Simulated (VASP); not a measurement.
# H6PtC2 (Fm-3m) in VASP: single point with PBE

Aim: the single point of H6PtC2 with PBE.

All numbers are computed with VASP 6.6.1; they aren't measurements. Logs are shortened: lines on timing, memory, paths and dates and some standing lists are left out, and cuts for length are marked.

## 1. The cell of the first run

It takes space group Fm-3m (No. 225, cubic). Conventional cell: a = 6.836 Å, b = 6.836 Å, c = 6.836 Å, α = 90.00°, β = 90.00°, γ = 90.00°. Within 2.2 Å of H (site symmetry 4mm) lie 1 Pt at 1.64 Å. Within 2.2 Å of Pt (site symmetry m-3m) lie 6 H at 1.64 Å. C (site symmetry -43m) has 12 H at 2.42 Å and 4 Pt at 2.96 Å within 3.2 Å.

## 2. Single point, PBE

INCAR reads:

```
PREC = Accurate
ENCUT = 600
EDIFF = 1E-6
ISMEAR = 0
SIGMA = 0.1
LREAL = F
LASPH = T
NELM = 120
ALGO = Normal
ISIF = 2
LWAVE = F
LCHARG = F
GGA = PE
NBANDS = 22
GGA_COMPAT = F
```

KPOINTS reads:

```
Automatic mesh
0
Gamma
  4 4 4
```

POSCAR reads:

```
H6PtC2
1.0
    0.0000000000      3.4179597200      3.4179597200
    3.4179597200      0.0000000000      3.4179597200
    3.4179597200      3.4179597200      0.0000000000
H Pt C
6 1 2
Direct
    0.7603000000      0.2397000000      0.2397000000
    0.2397000000      0.7603000000      0.2397000000
    0.2397000000      0.7603000000      0.7603000000
    0.7603000000      0.2397000000      0.7603000000
    0.2397000000      0.2397000000      0.7603000000
    0.7603000000      0.7603000000      0.2397000000
    0.0000000000      0.0000000000      0.0000000000
    0.2500000000      0.2500000000      0.2500000000
    0.7500000000      0.7500000000      0.7500000000
```

Potentials or basis: VASP PAW PBE potentials, release 64 (H, Pt, C).

Command:

```sh
cat potpaw_PBE.64/H/POTCAR potpaw_PBE.64/Pt/POTCAR potpaw_PBE.64/C/POTCAR > POTCAR
mpirun -np 1 vasp_std > vasp.out
```

OUTCAR:

```text
PREC = Accurate
   ENCUT = 600
   EDIFF = 1E-6
   ISMEAR = 0
   LREAL = F
   LASPH = T
   NELM = 120
   ISIF = 2
   GGA = PE

 ion  position               nearest neighbor table
   1  0.760  0.240  0.240-   7 1.64
   2  0.240  0.760  0.240-   7 1.64
   3  0.240  0.760  0.760-   7 1.64
   4  0.760  0.240  0.760-   7 1.64
   5  0.240  0.240  0.760-   7 1.64
   6  0.760  0.760  0.240-   7 1.64
   7  0.000  0.000  0.000-   1 1.64   2 1.64   3 1.64   4 1.64   5 1.64   6 1.64
   8  0.250  0.250  0.250-
   9  0.750  0.750  0.750-

  LATTYP: Found a face centered cubic cell.
 ALAT       =     6.8359194400

  Lattice vectors:

 A1 = (   0.0000000000,   3.4179597200,   3.4179597200)
 A2 = (   3.4179597200,   0.0000000000,   3.4179597200)
 A3 = (   3.4179597200,   3.4179597200,   0.0000000000)

Analysis of symmetry for initial positions (statically):
=====================================================================
 Subroutine PRICEL returns:
 Original cell was already a primitive cell.

 Routine SETGRP: Setting up the symmetry group for a
 face centered cubic supercell.

 Subroutine GETGRP returns: Found 48 space group operations
 (whereof 48 operations were pure point group operations)
 out of a pool of 48 trial point group operations.

The static configuration has the point symmetry O_h .

Analysis of symmetry for dynamics (positions and initial velocities):
=====================================================================
 Subroutine PRICEL returns:
 Original cell was already a primitive cell.

 Routine SETGRP: Setting up the symmetry group for a
 face centered cubic supercell.

 Subroutine GETGRP returns: Found 48 space group operations
 (whereof 48 operations were pure point group operations)
 out of a pool of 48 trial point group operations.

The dynamic configuration has the point symmetry O_h .

 Subroutine INISYM returns: Found 48 space group operations
 (whereof 48 operations are pure point group operations),
 and found     1 'primitive' translations

----------------------------------------------------------------------------------------

                                     Primitive cell

  volume of cell :      79.8603

  direct lattice vectors                    reciprocal lattice vectors
     0.000000000  3.417959720  3.417959720    -0.146286101  0.146286101  0.146286101
     3.417959720  0.000000000  3.417959720     0.146286101 -0.146286101  0.146286101
     3.417959720  3.417959720  0.000000000     0.146286101  0.146286101 -0.146286101

  length of vectors
     4.833724992  4.833724992  4.833724992     0.253374959  0.253374959  0.253374959

  position of ions in fractional coordinates (direct lattice)
     0.760300000  0.239700000  0.239700000
     0.239700000  0.760300000  0.239700000
     0.239700000  0.760300000  0.760300000
     0.760300000  0.239700000  0.760300000
     0.239700000  0.239700000  0.760300000
     0.760300000  0.760300000  0.239700000
     0.000000000  0.000000000  0.000000000
     0.250000000  0.250000000  0.250000000
     0.750000000  0.750000000  0.750000000

  ion indices of the primitive-cell ions
   primitive index   ion index
                 1           1
                 2           2
                 3           3
                 4           4
                 5           5
                 6           6
                 7           7
                 8           8
                 9           9

----------------------------------------------------------------------------------------

 KPOINTS: Automatic mesh

Automatic generation of k-mesh.
 Grid dimensions read from file:
 generate k-points for:    4    4    4

 Generating k-lattice:

  Cartesian coordinates                     Fractional coordinates (reciprocal lattice)
    -0.036571525  0.036571525  0.036571525     0.250000000  0.000000000  0.000000000
     0.036571525 -0.036571525  0.036571525     0.000000000  0.250000000  0.000000000
     0.036571525  0.036571525 -0.036571525     0.000000000  0.000000000  0.250000000

  Length of vectors
     0.063343740  0.063343740  0.063343740

  Shift w.r.t. Gamma in fractional coordinates (k-lattice)
     0.000000000  0.000000000  0.000000000

 Subroutine IBZKPT returns following result:
 ===========================================

 Found      8 irreducible k-points:

 Following reciprocal coordinates:
            Coordinates               Weight
  0.000000  0.000000  0.000000      1.000000
  0.250000  0.000000  0.000000      8.000000
  0.500000  0.000000  0.000000      4.000000
  0.250000  0.250000  0.000000      6.000000
  0.500000  0.250000  0.000000     24.000000
 -0.250000  0.250000  0.000000     12.000000
  0.500000  0.500000  0.000000      3.000000
 -0.250000  0.500000  0.250000      6.000000
   k-points           NKPTS =      8   k-points in BZ     NKDIM =      8   number of bands    NBANDS=     22
   number of dos      NEDOS =    301   number of ions     NIONS =      9
   total plane-waves  NPLWV =  64000
   dimension x,y,z NGX =    40 NGY =   40 NGZ =   40
   dimension x,y,z NGXF=    80 NGYF=   80 NGZF=   80
   ions per type =               6   1   2
   NGX,Y,Z   is equivalent  to a cutoff of  13.76, 13.76, 13.76 a.u.
   NGXF,Y,Z  is equivalent  to a cutoff of  27.51, 27.51, 27.51 a.u.
 SYSTEM =  unknown system
   PREC   = accura    normal or accurate (medium, high low for compatibility)
   ISTART =      0    job   : 0-new  1-cont  2-samecut
   ICHARG =      2    charge: 1-file 2-atom 10-const
   ISPIN  =      1    spin polarized calculation?
   LNONCOLLINEAR =      F non collinear calculations
   LSORBIT =      F    spin-orbit coupling
   LASPH  =      T    aspherical Exc in radial PAW
   ENCUT  =  600.0 eV  44.10 Ry    6.64 a.u.   9.65  9.65  9.65*2*pi/ulx,y,z
   NELM   =    120;   NELMIN=  2; NELMDL= -5     # of ELM steps
   EDIFF  = 0.1E-05   stopping-criterion for ELM
   LREAL  =      F    real-space projection
   EDIFFG = 0.1E-04   stopping-criterion for IOM
   NSW    =      0    number of steps for IOM
   IBRION =     -1    ionic relax: 0-MD 1-quasi-New 2-CG
   NFREE  =      0    steps in history (QN), initial steepest desc. (CG)
   ISIF   =      2    stress and relaxation
   ISYM   =      2    0-nonsym 1-usesym 2-fastsym
   POTIM  = 0.5000    time-step for ionic-motion
   TEBEG  =    0.0;   TEEND  =   0.0 temperature during run
   PSTRESS=    0.0 pullay stress
   NELECT =      24.0000    total number of electrons
   NUPDOWN=      -1.0000    fix difference up-down
   EMIN   =  10.00;   EMAX   =-10.00  energy-range for DOS
   EFERMI =   0.00;   METHOD = LEGACY
   ISMEAR =     0;   SIGMA  =   0.10  broadening in eV -4-tet -1-fermi 0-gaus
   EFERMI_NEDOS =   21; number of points for ismear=-14 and -15
   IALGO  =     38    algorithm
   IMIX   =      4    mixing-type and parameters
     AMIX     =   0.40;   BMIX     =  1.00
     AMIX_MAG =   1.60;   BMIX_MAG =  1.00
  volume/ion in A,a.u.               =       8.87        59.88
  Fermi-wavevector in a.u.,A,eV,Ry     =   1.096566  2.072210 16.360435  1.202458
  Thomas-Fermi vector in A             =   2.232911
   LORBIT       =      0    0 simple, 1 ext, 2 COOP (PROOUT), +10 PAW based schemes
   GGA     = PE    functional components
   LHFCALC =     F    Hartree Fock is set to
   AEXX    =    0.0000 exact exchange contribution
   IVDW    =     0    specifies the selected vdW correction
   LEPSILON=     F    determine dielectric tensor
   LRPA    =     F    only Hartree local field effects (RPA)
 non-spin polarized calculation
 Gauss-broadening in eV      SIGMA  =   0.10
  energy-cutoff  :      600.00
  volume of cell :       79.86
 maximum number of plane-waves:      2698
 NGX is ok and might be reduce to    40
   NGX = 19   NGY = 19   NGZ = 19

 number of electron      24.0000000 magnetization

 Free energy of the ion-electron system (eV)
  ---------------------------------------------------
  ext. energy  EPLUGINS =         0.00000000
  ---------------------------------------------------
  free energy    TOTEN  =       -28.90931575 eV

  energy without entropy =      -28.86726018  energy(sigma->0) =      -28.88828797

 E-fermi :   2.1824     XC(G=0):  -9.5796

 val. band max:        2.1813164971   @ k =   0.2500   0.2500   0.0000
 cond. band min:       2.2561596412   @ k =   0.5000   0.2500   0.0000
 fundamental gap:      0.0748431441
 Fermi energy:         2.1823543974

 k-point     1 :       0.0000    0.0000    0.0000
  band No.  band energies     occupation
      1      -9.6389      2.00000
      2      -6.4992      2.00000
      3      -4.7752      2.00000
      4      -4.7752      2.00000
      5      -2.4424      2.00000
      6      -2.4424      2.00000
[... 14 lines left out ...]
     21      13.7784      0.00000
     22      13.7784      0.00000

 k-point     2 :       0.2500    0.0000    0.0000
  band No.  band energies     occupation
      1      -9.1782      2.00000
      2      -6.8949      2.00000
      3      -4.8720      2.00000
      4      -4.8720      2.00000
      5      -3.4209      2.00000
      6      -2.3142      2.00000
[... 14 lines left out ...]
     21      12.1175      0.00000
     22      14.4720      0.00000

 k-point     3 :       0.5000    0.0000    0.0000
  band No.  band energies     occupation
      1      -8.2256      2.00000
      2      -7.7432      2.00000
      3      -4.9709      2.00000
      4      -4.9709      2.00000
      5      -4.3621      2.00000
      6      -2.1742      2.00000
[... 14 lines left out ...]
     21      11.2982      0.00000
     22      14.0457      0.00000
[... 76 lines left out ...]
 k-point     7 :       0.5000    0.5000    0.0000
  band No.  band energies     occupation
      1      -7.9038      2.00000
      2      -7.2184      2.00000
      3      -6.1439      2.00000
      4      -4.8559      2.00000
      5      -4.6602      2.00000
      6      -2.4690      2.00000
[... 14 lines left out ...]
     21      12.2782      0.00000
     22      12.3004      0.00000

 k-point     8 :      -0.2500    0.5000    0.2500
  band No.  band energies     occupation
      1      -7.5990      2.00000
      2      -7.5990      2.00000
      3      -5.7232      2.00000
      4      -5.4412      2.00000
      5      -4.7191      2.00000
      6      -2.2858      2.00000
[... 14 lines left out ...]
     21      12.6976      0.00000
     22      13.7065      0.00000

------------------------ aborting loop because EDIFF is reached ----------------------------------------

  FORCE on cell =-STRESS in cart. coord.  units (eV):
  Direction    XX          YY          ZZ          XY          YZ          ZX
  --------------------------------------------------------------------------------------
  -------------------------------------------------------------------------------------
  Total       -2.0153067     -2.0153067     -2.0153067     -0.0000000      0.0000000      0.0000000
  in kB      -40.4315993    -40.4315993    -40.4315993     -0.0000000      0.0000000      0.0000000
  external PRESSURE =     -40.4315993 kB  Pullay stress =       0.0000000 kB

 VOLUME and BASIS-vectors are now :
 -----------------------------------------------------------------------------
  energy-cutoff  :      600.00
  volume of cell :       79.86
      direct lattice vectors                 reciprocal lattice vectors
     0.000000000  3.417959720  3.417959720    -0.146286101  0.146286101  0.146286101
     3.417959720  0.000000000  3.417959720     0.146286101 -0.146286101  0.146286101
     3.417959720  3.417959720  0.000000000     0.146286101  0.146286101 -0.146286101

 POSITION                                       TOTAL-FORCE (eV/Angst)
 -----------------------------------------------------------------------------------
      1.63857      3.41796      3.41796         0.627029      0.000000      0.000000
      3.41796      1.63857      3.41796        -0.000000      0.627029      0.000000
      5.19735      3.41796      3.41796        -0.627029      0.000000      0.000000
      3.41796      5.19735      3.41796        -0.000000     -0.627029      0.000000
      3.41796      3.41796      1.63857        -0.000000      0.000000      0.627029
      3.41796      3.41796      5.19735        -0.000000      0.000000     -0.627029
      0.00000      0.00000      0.00000        -0.000000      0.000000      0.000000
      1.70898      1.70898      1.70898        -0.000000     -0.000000      0.000000
      5.12694      5.12694      5.12694         0.000000      0.000000      0.000000
 -----------------------------------------------------------------------------------
    total drift:                               -0.000000      0.000000      0.000000

  FREE ENERGIE OF THE ION-ELECTRON SYSTEM (eV)
  ---------------------------------------------------
  free  energy   TOTEN  =       -28.9093157501 eV

  energy  without entropy=      -28.8672601805  energy(sigma->0) =      -28.88828797
```

Run time: 49 s. Hardware: 1 thread of Intel Xeon 8259CL, shared host; peak memory 0.24 GiB.

What came out:

| Quantity | Value |
| --- | --- |
| Free energy | -28.9093 eV |
| Pressure | -4.0 GPa |
| Largest force | 0.627 eV/Å |
| Band gap on the k mesh | zero (band 12 reaches 2.30 eV, above the bottom of band 13 at 1.78 eV) |

Forces in eV/Å, atoms in the order of the input:
```
H    0.627  0.000  0.000
H    0.000  0.627  0.000
H   -0.627  0.000  0.000
H    0.000 -0.627  0.000
H    0.000  0.000  0.627
H    0.000  0.000 -0.627
Pt   0.000  0.000  0.000
C    0.000  0.000  0.000
C    0.000  0.000  0.000
```

Caveat: the k points lie up to 0.40 Å⁻¹ apart; spin-orbit coupling is left out, which moves the levels of the heavy elements.
